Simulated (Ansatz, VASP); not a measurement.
## Two plane-wave programs on CaSe

INCAR

```
ALGO = Normal
EDIFF = 1E-6
ENCUT = 500
GGA = PE
GGA_COMPAT = False
ISIF = 2
ISMEAR = -1
LASPH = True
LCHARG = True
LELF = True
LREAL = False
LVHAR = True
LWAVE = False
NBANDS = 15
NELM = 120
PREC = Accurate
SIGMA = 0.05
```

The input KPOINTS:

```
k-points
0
Gamma
  8 8 8
```

File POSCAR:

```
CaSe
1.0
    0.0000000000      2.9948991977      2.9948991977
    2.9948991977      0.0000000000      2.9948991977
    2.9948991977      2.9948991977      0.0000000000
Se Ca
1 1
Direct
    0.5000000000      0.5000000000      0.5000000000
    0.0000000000      0.0000000000      0.0000000000
```

input.yaml

```yaml
crystal:
  lattice:
    - [0.0, 2.9948991977, 2.9948991977]
    - [2.9948991977, 0.0, 2.9948991977]
    - [2.9948991977, 2.9948991977, 0.0]
  atoms:
    - { symbol: Se, position: [0.5, 0.5, 0.5] }
    - { symbol: Ca, position: [0.0, 0.0, 0.0] }
hamiltonian:
  xc: pbe
  pseudopotentials: { kind: paw, azcp: { folder: soft_1 } }
kpoints:
  mp_grid: { grid: [8, 8, 8] }
scf:
  occupations: { method: fermi_dirac, width: 0.05 }
output:
  forces: true
  stress: true
  eigenvalues: true
```

Alike in both runs: task single point; functional PBE; k mesh 8 × 8 × 8; occupations fermi-dirac, width 0.05 eV; no spin polarisation.

```csv
,VASP,Ansatz
version,VASP 6.6.1,Ansatz 0.2.0
potentials or method,"VASP PAW PBE potentials, release 64 (Se, Ca_sv)",Ansatz PAW soft_1
plane-wave cutoff (eV),500,420
valence electrons in the cell,16,26
```

VASP gave:

```
gap on the k mesh at the Fermi level (eV) : 2.11
least direct gap on the mesh (eV)         : 3.01
pressure (GPa)                            : -0.6
```

Question: Which values does Ansatz return?

Answer: gap on the k mesh at the Fermi level (eV): 2.12; least direct gap on the mesh (eV): 3.01; pressure (GPa): -0.7.

VASP's potentials hold 16 valence electrons a cell and Ansatz's 26, so a difference there can come from the potentials and not from the codes.
